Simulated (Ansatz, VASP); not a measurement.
## BaTiO3: VASP beside Ansatz

File INCAR:

```
PREC     = Accurate       # precision mode
ENCUT    = 910            # plane-wave cutoff, eV
EDIFF    = 1E-8           # SCF threshold, eV
ISMEAR   = -1             # smearing method
SIGMA    = 0.05           # smearing width, eV
LREAL    = False          # projectors in reciprocal space
LASPH    = True           # aspherical terms in the spheres
NELM     = 120            # most SCF steps
ALGO     = Normal         # electronic algorithm
ISIF     = 2              # what is computed and relaxed
LWAVE    = False          # write WAVECAR
LCHARG   = False          # write CHGCAR
GGA      = PE             # functional
LEFG     = True         
NBANDS   = 28             # bands
GGA_COMPAT= False
```

KPOINTS

```
Automatic mesh
0
Gamma
  9 9 9
```

The input POSCAR:

```
BaTiO3
1.0
    2.8648785846      1.6540384220      2.3482315742
   -2.8648785846      1.6540384220      2.3482315742
    0.0000000000     -3.3080768441      2.3482315742
Ba Ti O
1 1 3
Direct
    0.0000000000      0.0000000000      0.0000000000
    0.5140000000      0.5140000000      0.5140000000
    0.4916000000      0.4916000000      0.9815000000
    0.4916000000      0.9815000000      0.4916000000
    0.9815000000      0.4916000000      0.4916000000
```

Input for Ansatz:

```yaml
crystal:
  lattice:
    - [2.8648785846, 1.654038422, 2.3482315742]
    - [-2.8648785846, 1.654038422, 2.3482315742]
    - [0.0, -3.3080768441, 2.3482315742]
  atoms:
    - { symbol: Ba, position: [0.0, 0.0, 0.0] }
    - { symbol: Ti, position: [0.514, 0.514, 0.514] }
    - { symbol: O, position: [0.4916, 0.4916, 0.9815] }
    - { symbol: O, position: [0.4916, 0.9815, 0.4916] }
    - { symbol: O, position: [0.9815, 0.4916, 0.4916] }
kpoints:
  mp_grid: { grid: [9, 9, 9] }
scf:
  occupations: { method: fermi_dirac, width: 0.05 }
hamiltonian:
  xc: pbe
  pseudopotentials: { kind: paw }
output:
  forces: true
  stress: true
  eigenvalues: true
  efg: { contact_densities: true }
```

Change from the starting cell: volume scaled by 1.04, PAW files.

Alike in both runs: task electric field gradients; functional PBE; k mesh 9 × 9 × 9; occupations fermi-dirac, width 0.05 eV; no spin polarisation.

|  | VASP | Ansatz |
| --- | --- | --- |
| version | VASP 6.6.1 | Ansatz 0.2.0 |
| potentials or method | VASP PAW PBE potentials, release 64 (Ba_sv, Ti_sv, O_h) | PAW with Ansatz's default frozen-core files, scalar-relativistic |
| plane-wave cutoff (eV) | 910 | 420 |
| valence electrons in the cell | 40 | 40 |

VASP gave:

* gap on the k mesh at the Fermi level (eV): 2.29
* rms of the force components (eV/Å): 0.098
* size of Vzz on the site where it differs most (V/Å²): 23.7

Estimate Ansatz's values.

gap on the k mesh at the Fermi level (eV): 2.34; rms of the force components (eV/Å): 0.114; size of Vzz on the site where it differs most (V/Å²): 24.3.

Atom by atom the forces differ by 0.016 eV/Å (rms over components).

Neither program's run includes spin-orbit coupling. Noted on VASP's run: the cutoff is under 1.25 times that of the potentials, so the pressure is a little rough.
